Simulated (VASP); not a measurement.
# InPd (Pm-3m) in VASP: a series of runs

The runs below take InPd through single point, with r2SCAN, PBE.

Program: VASP 6.6.1. These are calculated values, not measurements. Logs are shortened: lines on timing, memory, paths and dates and some standing lists are left out, and cuts for length are marked.

## Step 1: The cell of the first run

Symmetry: Pm-3m, No. 221, cubic system. The conventional cell has a = 3.272 Å, b = 3.272 Å, c = 3.272 Å, α = 90.00°, β = 90.00°, γ = 90.00°. In (site symmetry m-3m) has 8 Pd at 2.83 Å and 6 In at 3.27 Å within 3.7 Å. Within 3.7 Å of Pd (site symmetry m-3m) lie 8 In at 2.83 Å and 6 Pd at 3.27 Å.

## Step 2: Single point, r2SCAN

Contents of POSCAR:

```
InPd
1.0
    3.2718847800      0.0000000000      0.0000000000
    0.0000000000      3.2718847800      0.0000000000
    0.0000000000      0.0000000000      3.2718847800
In Pd
1 1
Direct
    0.0000000000      0.0000000000      0.0000000000
    0.5000000000      0.5000000000      0.5000000000
```

Contents of INCAR.step1:

```
SYSTEM = InPd
PREC     = Accurate       ! precision mode
ENCUT    = 520            ! plane-wave cutoff, eV
ISMEAR   = -1             ! smearing method
SIGMA    = 0.1            ! smearing width, eV
LREAL    = .FALSE.        ! projectors in reciprocal space
LASPH    = .TRUE.         ! aspherical terms in the spheres
NELM     = 80             ! most SCF steps
NBANDS   = 18             ! bands
GGA      = PE             ! functional
ALGO     = Normal         ! electronic algorithm
EDIFF    = 1E-4           ! SCF threshold, eV
LWAVE    = .TRUE.         ! write WAVECAR
LCHARG   = .FALSE.        ! write CHGCAR
```

Contents of INCAR.step2:

```
SYSTEM = InPd
PREC     = Accurate       ! precision mode
ENCUT    = 520            ! plane-wave cutoff, eV
EDIFF    = 1E-6           ! SCF threshold, eV
ISMEAR   = -1             ! smearing method
SIGMA    = 0.1            ! smearing width, eV
LREAL    = .FALSE.        ! projectors in reciprocal space
LASPH    = .TRUE.         ! aspherical terms in the spheres
NELM     = 80             ! most SCF steps
ALGO     = Normal         ! electronic algorithm
ISIF     = 2              ! what is computed and relaxed
LWAVE    = .FALSE.        ! write WAVECAR
LCHARG   = .FALSE.        ! write CHGCAR
METAGGA  = R2SCAN         ! meta-GGA
LMIXTAU  = .TRUE.       
NBANDS   = 18             ! bands
ISTART   = 1
```

Contents of KPOINTS:

```
regular mesh
0
G
  7 7 7
  0 0 0
```

Potentials or basis: VASP PAW PBE potentials, release 64 (In_d, Pd).

On the command line:

```sh
$ cat potpaw_PBE.64/In_d/POTCAR potpaw_PBE.64/Pd/POTCAR > POTCAR
$ cp INCAR.step1 INCAR
$ mpirun -np 1 vasp_std > vasp.out
$ cp INCAR.step2 INCAR
$ mpirun -np 1 vasp_std > vasp.out
```

OUTCAR:

```text
SYSTEM = InPd
   PREC = Accurate
   ENCUT = 520
   EDIFF = 1E-6
   ISMEAR = -1
   LREAL = .FALSE.
   LASPH = .TRUE.
   NELM = 80
   ISIF = 2
   METAGGA = R2SCAN
   ISTART = 1

 ion  position               nearest neighbor table
   1  0.000  0.000  0.000-   2 2.83   2 2.83   2 2.83   2 2.83   2 2.83   2 2.83   2 2.83   2 2.83

   2  0.500  0.500  0.500-   1 2.83   1 2.83   1 2.83   1 2.83   1 2.83   1 2.83   1 2.83   1 2.83

  LATTYP: Found a simple cubic cell.
 ALAT       =     3.2718847800

  Lattice vectors:

 A1 = (   3.2718847800,   0.0000000000,   0.0000000000)
 A2 = (   0.0000000000,   3.2718847800,   0.0000000000)
 A3 = (   0.0000000000,   0.0000000000,   3.2718847800)

Analysis of symmetry for initial positions (statically):
=====================================================================
 Subroutine PRICEL returns:
 Original cell was already a primitive cell.

 Routine SETGRP: Setting up the symmetry group for a
 simple cubic supercell.

 Subroutine GETGRP returns: Found 48 space group operations
 (whereof 48 operations were pure point group operations)
 out of a pool of 48 trial point group operations.

The static configuration has the point symmetry O_h .

Analysis of symmetry for dynamics (positions and initial velocities):
=====================================================================
 Subroutine PRICEL returns:
 Original cell was already a primitive cell.

 Routine SETGRP: Setting up the symmetry group for a
 simple cubic supercell.

 Subroutine GETGRP returns: Found 48 space group operations
 (whereof 48 operations were pure point group operations)
 out of a pool of 48 trial point group operations.

The dynamic configuration has the point symmetry O_h .

 Subroutine INISYM returns: Found 48 space group operations
 (whereof 48 operations are pure point group operations),
 and found     1 'primitive' translations

----------------------------------------------------------------------------------------

                                     Primitive cell

  volume of cell :      35.0263

  direct lattice vectors                    reciprocal lattice vectors
     3.271884780  0.000000000  0.000000000     0.305634234  0.000000000  0.000000000
     0.000000000  3.271884780  0.000000000     0.000000000  0.305634234  0.000000000
     0.000000000  0.000000000  3.271884780     0.000000000  0.000000000  0.305634234

[... 73 lines left out ...]
   LNONCOLLINEAR =      F non collinear calculations
   LSORBIT =      F    spin-orbit coupling
   LASPH  =      T    aspherical Exc in radial PAW
   ENCUT  =  520.0 eV  38.22 Ry    6.18 a.u.   6.08  6.08  6.08*2*pi/ulx,y,z
   NELM   =     80;   NELMIN=  2; NELMDL=  0     # of ELM steps
   EDIFF  = 0.1E-05   stopping-criterion for ELM
   LREAL  =      F    real-space projection
   EDIFFG = 0.1E-04   stopping-criterion for IOM
   NSW    =      0    number of steps for IOM
   IBRION =     -1    ionic relax: 0-MD 1-quasi-New 2-CG
   NFREE  =      0    steps in history (QN), initial steepest desc. (CG)
   ISIF   =      2    stress and relaxation
   ISYM   =      2    0-nonsym 1-usesym 2-fastsym
   POTIM  = 0.5000    time-step for ionic-motion
   TEBEG  =    0.0;   TEEND  =   0.0 temperature during run
   PSTRESS=    0.0 pullay stress
   NELECT =      23.0000    total number of electrons
   NUPDOWN=      -1.0000    fix difference up-down
   EMIN   =  10.00;   EMAX   =-10.00  energy-range for DOS
   EFERMI =   0.00;   METHOD = LEGACY
   ISMEAR =    -1;   SIGMA  =   0.10  broadening in eV -4-tet -1-fermi 0-gaus
   EFERMI_NEDOS =   21; number of points for ismear=-14 and -15
   IALGO  =     38    algorithm
   IMIX   =      4    mixing-type and parameters
     AMIX     =   0.40;   BMIX     =  1.00
     AMIX_MAG =   1.60;   BMIX_MAG =  1.00
  volume/ion in A,a.u.               =      17.51       118.18
  Fermi-wavevector in a.u.,A,eV,Ry     =   1.422938  2.688964 27.548447  2.024754
  Thomas-Fermi vector in A             =   2.543589
   LORBIT       =      0    0 simple, 1 ext, 2 COOP (PROOUT), +10 PAW based schemes
   METAGGA = R2SCAN    functional components
   LHFCALC =     F    Hartree Fock is set to
   AEXX    =    0.0000 exact exchange contribution
   IVDW    =     0    specifies the selected vdW correction
   LEPSILON=     F    determine dielectric tensor
   LRPA    =     F    only Hartree local field effects (RPA)
 non-spin polarized calculation
  energy-cutoff  :      520.00
  volume of cell :       35.03
 maximum number of plane-waves:       956
   NGX = 13   NGY = 13   NGZ = 13

 number of electron      22.9999997 magnetization

 Free energy of the ion-electron system (eV)
  ---------------------------------------------------
  ext. energy  EPLUGINS =         0.00000000
  ---------------------------------------------------
  free energy    TOTEN  =       -46.66656650 eV

  energy without entropy =      -46.64769753  energy(sigma->0) =      -46.65713201

 E-fermi :  10.6265     XC(G=0): -13.2470

 val. band max:       10.4128906082   @ k =   0.2857   0.0000   0.0000
 cond. band min:      10.7164335208   @ k =   0.4286   0.2857   0.2857
 fundamental gap:      0.3035429126
 Fermi energy:        10.6264957385

 k-point     1 :       0.0000    0.0000    0.0000
  band No.  band energies     occupation
      1      -5.1565      2.00000
      2      -5.1565      2.00000
      3      -4.7317      2.00000
      4      -4.7317      2.00000
      5      -4.7317      2.00000
      6      -0.0476      2.00000
[... 397 lines left out ...]
      5      -4.5415      2.00000
      6       5.0427      2.00000
[... 10 lines left out ...]
     17      16.1385      0.00000
     18      18.4987      0.00000

------------------------ aborting loop because EDIFF is reached ----------------------------------------

  FORCE on cell =-STRESS in cart. coord.  units (eV):
  Direction    XX          YY          ZZ          XY          YZ          ZX
  --------------------------------------------------------------------------------------
  -------------------------------------------------------------------------------------
  Total        0.0019920      0.0019920      0.0019920     -0.0000000      0.0000000     -0.0000000
  in kB        0.0911204      0.0911204      0.0911204     -0.0000000      0.0000000     -0.0000000
  external PRESSURE =       0.0911204 kB  Pullay stress =       0.0000000 kB

 VOLUME and BASIS-vectors are now :
 -----------------------------------------------------------------------------
  energy-cutoff  :      520.00
  volume of cell :       35.03
      direct lattice vectors                 reciprocal lattice vectors
     3.271884780  0.000000000  0.000000000     0.305634234  0.000000000  0.000000000
     0.000000000  3.271884780  0.000000000     0.000000000  0.305634234  0.000000000
     0.000000000  0.000000000  3.271884780     0.000000000  0.000000000  0.305634234

 POSITION                                       TOTAL-FORCE (eV/Angst)
 -----------------------------------------------------------------------------------
      0.00000      0.00000      0.00000         0.000000      0.000000      0.000000
      1.63594      1.63594      1.63594         0.000000      0.000000      0.000000
 -----------------------------------------------------------------------------------
    total drift:                                0.000000      0.000000     -0.000000

  FREE ENERGIE OF THE ION-ELECTRON SYSTEM (eV)
  ---------------------------------------------------
  free  energy   TOTEN  =       -46.6665664974 eV

  energy  without entropy=      -46.6476975255  energy(sigma->0) =      -46.65713201
```

OUTCAR.step1:

```text
SYSTEM = InPd
   PREC = Accurate
   ENCUT = 520
   ISMEAR = -1
   LREAL = .FALSE.
   LASPH = .TRUE.
[... 634 lines left out ...]
      0.00000      0.00000      0.00000         0.000000      0.000000      0.000000
      1.63594      1.63594      1.63594         0.000000      0.000000      0.000000
 -----------------------------------------------------------------------------------
    total drift:                                0.000000      0.000000     -0.000000

  FREE ENERGIE OF THE ION-ELECTRON SYSTEM (eV)
  ---------------------------------------------------
  free  energy   TOTEN  =        -8.7590858775 eV

  energy  without entropy=       -8.7396573370  energy(sigma->0) =       -8.74937161
```

OSZICAR.step1:

```text
N       E                     dE             d eps       ncg     rms          rms(c)
DAV:   1     0.171111518687E+03    0.17111E+03   -0.11119E+04   740   0.163E+03
DAV:   2     0.582159890732E+00   -0.17053E+03   -0.16419E+03   732   0.373E+02
DAV:   3    -0.874208148668E+01   -0.93242E+01   -0.92526E+01   792   0.916E+01
DAV:   4    -0.895895550564E+01   -0.21687E+00   -0.21676E+00   868   0.123E+01
DAV:   5    -0.896852938998E+01   -0.95739E-02   -0.95734E-02   934   0.253E+00    0.644E+00
DAV:   6    -0.880049354724E+01    0.16804E+00   -0.35661E-01   824   0.825E+00    0.308E+00
DAV:   7    -0.876638676150E+01    0.34107E-01   -0.55097E-02   928   0.438E+00    0.138E+00
DAV:   8    -0.875978898480E+01    0.65978E-02   -0.19867E-02   788   0.125E+00    0.376E-01
DAV:   9    -0.875908268721E+01    0.70630E-03   -0.17652E-03   950   0.651E-01    0.654E-02
DAV:  10    -0.875908587750E+01   -0.31903E-05   -0.28878E-05   408   0.854E-02
   1 F= -.87590859E+01 E0= -.87493716E+01  d E =-.194285E-01
```

Run time: 30 s. Hardware: 1 thread of Intel Xeon Platinum 8259CL at 2.50GHz (Skylake/Cascade Lake), shared host; peak memory 0.15 GiB.

What came out:

| Item | Value |
| --- | --- |
| Free energy | -46.6666 eV |
| Pressure | 0.0 GPa |

Levels at points of the mesh, in eV from the Fermi level:
```
           k point  band 8  band 9  band 10  band 11  band 12  band 13  band 14  band 15
(0.00, 0.00, 0.00)   -4.23   -2.61    -2.61    -2.61     4.29     4.29     4.29     9.90
```

Caveat: the PAW data sets were made with another functional, which shifts forces and pressure a little; spin-orbit coupling is left out, which moves the levels of the heavy elements.

(Part 1 of 2 ends here.)
